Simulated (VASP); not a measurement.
# P (P1) in VASP: relaxation of cell and atoms with PBE

Aim: the relaxation of cell and atoms of P with PBE.

Program: VASP 6.6.1. These are calculated values, not measurements. Logs are shortened: lines on timing, memory, paths and dates and some standing lists are left out, and cuts for length are marked.

## Step 1: The cell of the first run

The typed cell holds 4 atoms: a = 2.405 Å, b = 5.003 Å, c = 4.769 Å, α = 90.73°, β = 88.67°, γ = 89.36°.

## Step 2: Relaxation of cell and atoms, PBE

The input, INCAR:

```
SYSTEM = P
PREC = Accurate
ENCUT = 600
EDIFF = 1E-6
ISMEAR = 0
SIGMA = 0.2
LREAL = .False.
LASPH = .True.
NELM = 60
ALGO = Normal
ISIF = 3
LWAVE = .False.
LCHARG = .False.
GGA = PE
IBRION = 2
NSW = 80
EDIFFG = -0.025
```

The input, KPOINTS:

```
regular mesh
0
Gamma
  8 4 4
  0 0 0
```

The input, POSCAR:

```
P
1.0
   -0.0138521104     -2.4046119511     -0.0277601360
   -5.0032733872     -0.0277042207      0.0314662522
    0.0314662522     -0.0555202719     -4.7687599282
P
4
Direct
   -0.0344390602      0.0322739785      0.0118950211
    0.0141152879     -0.0210591727      0.5272520183
    1.0458459133      0.5218686208     -0.0157914440
    0.9744778590      0.4669165734      0.4766444046
```

Potentials or basis: VASP PAW PBE potentials, release 64 (P).

The run is started by

```
cat potpaw_PBE.64/P/POTCAR > POTCAR
mpirun -np 1 vasp_std > vasp.out
```

OUTCAR:

```text
SYSTEM = P
   PREC = Accurate
   ENCUT = 600
   EDIFF = 1E-6
   ISMEAR = 0
   LREAL = .False.
   LASPH = .True.
   NELM = 60
   ISIF = 3
   GGA = PE
   IBRION = 2
   NSW = 80
   EDIFFG = -0.025

 ion  position               nearest neighbor table
   1  0.966  0.032  0.012-   2 2.32   3 2.46   2 2.48   3 2.56
   2  0.014  0.979  0.527-   1 2.32   4 2.46   1 2.48   4 2.57
   3  0.046  0.522  0.984-   4 2.37   4 2.44   1 2.46   1 2.56
   4  0.974  0.467  0.477-   3 2.37   3 2.44   2 2.46   2 2.57

  LATTYP: Found a triclinic cell.
 ALAT       =     2.4048120803
 B/A-ratio  =     2.9021201163
 C/A-ratio  =     1.9831848647
 COS(alpha) =     0.0067584012
 COS(beta)  =     0.0231450256
 COS(gamma) =     0.6971980519

  Lattice vectors:

 A1 = (  -0.0138521104,  -2.4046119511,  -0.0277601360)
 A2 = (  -5.0309776080,  -4.8369281229,  -0.0240540198)
 A3 = (   0.0314662522,  -0.0555202719,  -4.7687599282)

Analysis of symmetry for initial positions (statically):
=====================================================================
 Subroutine PRICEL returns:
 Original cell was already a primitive cell.

 Routine SETGRP: Setting up the symmetry group for a
 triclinic supercell.

 Subroutine GETGRP returns: Found  1 space group operations
 (whereof  1 operations were pure point group operations)
 out of a pool of  2 trial point group operations.

The static configuration has the point symmetry C_1 .

Analysis of symmetry for dynamics (positions and initial velocities):
=====================================================================
 Subroutine PRICEL returns:
 Original cell was already a primitive cell.

 Routine SETGRP: Setting up the symmetry group for a
 triclinic supercell.

 Subroutine GETGRP returns: Found  1 space group operations
 (whereof  1 operations were pure point group operations)
 out of a pool of  2 trial point group operations.

The dynamic configuration has the point symmetry C_1 .

 Subroutine INISYM returns: Found  1 space group operations
 (whereof  1 operations are pure point group operations),
 and found     1 'primitive' translations

----------------------------------------------------------------------------------------

                                     Primitive cell

  volume of cell :      57.3607

  direct lattice vectors                    reciprocal lattice vectors
    -0.013852110 -2.404611951 -0.027760136     0.002333687 -0.415937043  0.004857944
    -5.003273387 -0.027704221  0.031466252    -0.199883992  0.001166843 -0.001332502
     0.031466252 -0.055520272 -4.768759928    -0.001332502  0.002428972 -0.209735193

  length of vectors
     2.404812080  5.003449034  4.769186920     0.415971957  0.199891839  0.209753491

  position of ions in fractional coordinates (direct lattice)
     0.965560940  0.032273979  0.011895021
     0.014115288  0.978940827  0.527252018
     0.045845913  0.521868621  0.984208556
     0.974477859  0.466916573  0.476644405

  ion indices of the primitive-cell ions
   primitive index   ion index
                 1           1
                 2           2
                 3           3
                 4           4

----------------------------------------------------------------------------------------

 KPOINTS: regular mesh

Automatic generation of k-mesh.
 Grid dimensions read from file:
 generate k-points for:    8    4    4

 Generating k-lattice:

  Cartesian coordinates                     Fractional coordinates (reciprocal lattice)
     0.000291711 -0.051992130  0.000607243     0.125000000  0.000000000  0.000000000
    -0.049970998  0.000291711 -0.000333126    -0.000000000  0.250000000  0.000000000
    -0.000333126  0.000607243 -0.052433798     0.000000000  0.000000000  0.250000000

  Length of vectors
     0.051996495  0.049972960  0.052438373

  Shift w.r.t. Gamma in fractional coordinates (k-lattice)
     0.000000000  0.000000000  0.000000000

 Subroutine IBZKPT returns following result:
 ===========================================

 Found     68 irreducible k-points:

 Following reciprocal coordinates:
            Coordinates               Weight
  0.000000  0.000000  0.000000      1.000000
  0.125000 -0.000000  0.000000      2.000000
  0.250000 -0.000000  0.000000      2.000000
  0.375000 -0.000000 -0.000000      2.000000
  0.500000 -0.000000  0.000000      1.000000
 -0.000000  0.250000 -0.000000      2.000000
[... 16 lines left out ...]
  0.500000 -0.000000  0.250000      2.000000
 -0.375000 -0.000000  0.250000      2.000000
 [... further k-points ...]
   k-points           NKPTS =     68   k-points in BZ     NKDIM =     68   number of bands    NBANDS=     14
   number of dos      NEDOS =    301   number of ions     NIONS =      4
   total plane-waves  NPLWV =  32000
   dimension x,y,z NGX =    20 NGY =   40 NGZ =   40
   dimension x,y,z NGXF=    40 NGYF=   80 NGZF=   80
   ions per type =               4
   NGX,Y,Z   is equivalent  to a cutoff of  13.83, 13.29, 13.94 a.u.
   NGXF,Y,Z  is equivalent  to a cutoff of  27.65, 26.58, 27.89 a.u.
 SYSTEM =  P
   PREC   = accura    normal or accurate (medium, high low for compatibility)
   ISTART =      0    job   : 0-new  1-cont  2-samecut
   ICHARG =      2    charge: 1-file 2-atom 10-const
   ISPIN  =      1    spin polarized calculation?
   LNONCOLLINEAR =      F non collinear calculations
   LSORBIT =      F    spin-orbit coupling
   LASPH  =      T    aspherical Exc in radial PAW
   ENCUT  =  600.0 eV  44.10 Ry    6.64 a.u.   4.80  9.99  9.53*2*pi/ulx,y,z
   NELM   =     60;   NELMIN=  2; NELMDL= -5     # of ELM steps
   EDIFF  = 0.1E-05   stopping-criterion for ELM
   LREAL  =      F    real-space projection
   EDIFFG = -.3E-01   stopping-criterion for IOM
   NSW    =     80    number of steps for IOM
   IBRION =      2    ionic relax: 0-MD 1-quasi-New 2-CG
   NFREE  =      1    steps in history (QN), initial steepest desc. (CG)
   ISIF   =      3    stress and relaxation
   ISYM   =      2    0-nonsym 1-usesym 2-fastsym
   POTIM  = 0.5000    time-step for ionic-motion
   TEBEG  =    0.0;   TEEND  =   0.0 temperature during run
   PSTRESS=    0.0 pullay stress
   NELECT =      20.0000    total number of electrons
   NUPDOWN=      -1.0000    fix difference up-down
   EMIN   =  10.00;   EMAX   =-10.00  energy-range for DOS
   EFERMI =   0.00;   METHOD = LEGACY
   ISMEAR =     0;   SIGMA  =   0.20  broadening in eV -4-tet -1-fermi 0-gaus
   EFERMI_NEDOS =   21; number of points for ismear=-14 and -15
   IALGO  =     38    algorithm
   IMIX   =      4    mixing-type and parameters
     AMIX     =   0.40;   BMIX     =  1.00
     AMIX_MAG =   1.60;   BMIX_MAG =  1.00
  volume/ion in A,a.u.               =      14.34        96.77
  Fermi-wavevector in a.u.,A,eV,Ry     =   1.152250  2.177437 18.064191  1.327681
  Thomas-Fermi vector in A             =   2.288903
   LORBIT       =      0    0 simple, 1 ext, 2 COOP (PROOUT), +10 PAW based schemes
   GGA     = PE    functional components
   LHFCALC =     F    Hartree Fock is set to
   AEXX    =    0.0000 exact exchange contribution
   IVDW    =     0    specifies the selected vdW correction
   LEPSILON=     F    determine dielectric tensor
   LRPA    =     F    only Hartree local field effects (RPA)
 conjugate gradient relaxation of ions
 non-spin polarized calculation
 Gauss-broadening in eV      SIGMA  =   0.20
  energy-cutoff  :      600.00
  volume of cell :       57.36
 maximum number of plane-waves:      1934
   NGX =  9   NGY = 19   NGZ = 19

--------------------------------------- Ionic step        1  -------------------------------------------

 number of electron      20.0000000 magnetization

 Free energy of the ion-electron system (eV)
  ---------------------------------------------------
  ext. energy  EPLUGINS =         0.00000000
  ---------------------------------------------------
  free energy    TOTEN  =       -20.67686107 eV

  energy without entropy =      -20.64375529  energy(sigma->0) =      -20.66030818

 E-fermi :  10.0292     XC(G=0): -11.3581

 val. band max:       10.0005696220   @ k =   0.2500  -0.2500   0.2500
 cond. band min:      10.0400141191   @ k =   0.2500   0.5000   0.2500
 fundamental gap:      0.0394444972
 Fermi energy:        10.0292397948

 k-point     1 :       0.0000    0.0000    0.0000
  band No.  band energies     occupation
      1      -6.8147      2.00000
      2      -2.9043      2.00000
      3      -2.0156      2.00000
      4       0.6503      2.00000
      5       1.2183      2.00000
      6       2.4675      2.00000
      7       4.1443      2.00000
      8       4.9610      2.00000
      9      10.2621      0.09962
     10      13.9150      0.00000
     11      15.4391      0.00000
     12      15.6179      0.00000
     13      15.7165      0.00000
     14      16.7205      0.00000
[... 498 lines left out ...]
  FREE ENERGIE OF THE ION-ELECTRON SYSTEM (eV)
  ---------------------------------------------------
  free  energy   TOTEN  =       -20.8268856178 eV

  energy  without entropy=      -20.7884344164  energy(sigma->0) =      -20.80766002

[... ionic steps 4 to 13 ...]

--------------------------------------- Ionic step       14  -------------------------------------------

 number of electron      20.0000001 magnetization

------------------------ aborting loop because EDIFF is reached ----------------------------------------

  FORCE on cell =-STRESS in cart. coord.  units (eV):
  Direction    XX          YY          ZZ          XY          YZ          ZX
  --------------------------------------------------------------------------------------
  -------------------------------------------------------------------------------------
  Total       -0.1011982      0.0942455     -0.0981410      0.0373594     -0.0029733     -0.0061706
  in kB       -2.7675972      2.5774535     -2.6839882      1.0217162     -0.0813143     -0.1687565
  external PRESSURE =      -0.9580440 kB  Pullay stress =       0.0000000 kB
[... 61 lines left out ...]
  energy  without entropy=      -20.9824901279  energy(sigma->0) =      -20.99700233

--------------------------------------- Ionic step       16  -------------------------------------------

 number of electron      20.0000002 magnetization

 Free energy of the ion-electron system (eV)
  ---------------------------------------------------
  ext. energy  EPLUGINS =         0.00000000
  ---------------------------------------------------
  free energy    TOTEN  =       -21.01178751 eV

  energy without entropy =      -20.98280640  energy(sigma->0) =      -20.99729695

 E-fermi :   9.5608     XC(G=0): -11.2407

 val. band max:        9.5369248201   @ k =  -0.0000   0.5000  -0.0000
 cond. band min:       9.5706458420   @ k =   0.5000   0.5000   0.5000
 fundamental gap:      0.0337210219
 Fermi energy:         9.5607598508

 k-point     1 :       0.0000    0.0000    0.0000
  band No.  band energies     occupation
      1      -6.9410      2.00000
      2      -2.7066      2.00000
      3      -2.5243      2.00000
      4       0.9077      2.00000
      5       0.9327      2.00000
      6       2.0886      2.00000
      7       4.2667      2.00000
      8       4.3763      2.00000
      9      10.5839      0.00000
     10      14.3669      0.00000
     11      14.3945      0.00000
     12      14.7035      0.00000
     13      16.2820      0.00000
     14      16.3339      0.00000
[... 422 lines left out ...]
  FREE ENERGIE OF THE ION-ELECTRON SYSTEM (eV)
  ---------------------------------------------------
  free  energy   TOTEN  =       -21.0117875139 eV

  energy  without entropy=      -20.9828063957  energy(sigma->0) =      -20.99729695

 reached required accuracy - stopping structural energy minimisation
```

Run time: 3.6 min. Hardware: 1 thread of Oxide Virtual Turin-like, shared host; peak memory 0.17 GiB.

What came out:

| Item | Value |
| --- | --- |
| Free energy | -21.0118 eV |
| Relaxed volume | 14.67 Å³/atom |
| Relaxed cell | a = 2.454 Å, b = 4.877 Å, c = 4.905 Å, α = 90.03°, β = 89.97°, γ = 89.73° |
| Space group after relaxing (to 0.1 Å) | P4/mmm (No. 123) |
| Energy gained by relaxing | 83.7 meV/atom |
| Ionic steps | 16 |
| Pressure after relaxing | 0.0 GPa |
| Largest force after relaxing | 0.023 eV/Å |
| Band gap on the k mesh | zero (bands 10 and 11 overlap by 7.66 eV) |

Forces on the atoms (eV/Å):
```
P   -0.012  0.008 -0.019
P    0.006 -0.016  0.005
P   -0.002 -0.008  0.011
P    0.008  0.016  0.003
```

The path:
```
step  energy change (eV)  largest force (eV/Å)  pressure (GPa)  volume (Å³)
   1              0.0000                0.8723            3.25        57.36
   2             -0.1474                0.5857           -2.25        59.77
   3             -0.1500                0.5865           -2.83        60.10
   4             -0.2374                0.4600           -0.47        58.73
   5             -0.2722                0.2990            2.78        57.17
   6             -0.3185                0.2184            0.42        58.18
   7             -0.3189                0.2131            0.21        58.28
   8             -0.3247                0.1654           -0.18        58.48
   9             -0.3280                0.0993           -0.77        58.79
  10             -0.3312                0.0659           -0.11        58.49
  11             -0.3318                0.0589            0.27        58.32
  12             -0.3326                0.0564            0.07        58.45
  13             -0.3329                0.0556           -0.15        58.58
  14             -0.3337                0.0492           -0.10        58.58
  15             -0.3347                0.0262            0.10        58.60
  16             -0.3349                0.0234            0.04        58.70
```

Final structure:
```xyz
4
Lattice="-0.0057 -2.4538 -0.0011 -4.8774 -0.0112 0.0011 0.0012 -0.0002 -4.9046" Properties=species:S:1:pos:R:3 pbc="T T T"
P    -0.0449   -0.0023   -4.8923
P    -0.0559   -2.4523   -2.4615
P    -2.3948   -2.4572   -0.0075
P    -2.3908   -0.0073   -2.4491
```

The gap in the log of VASP goes by the Fermi energy; the results here count the filled bands.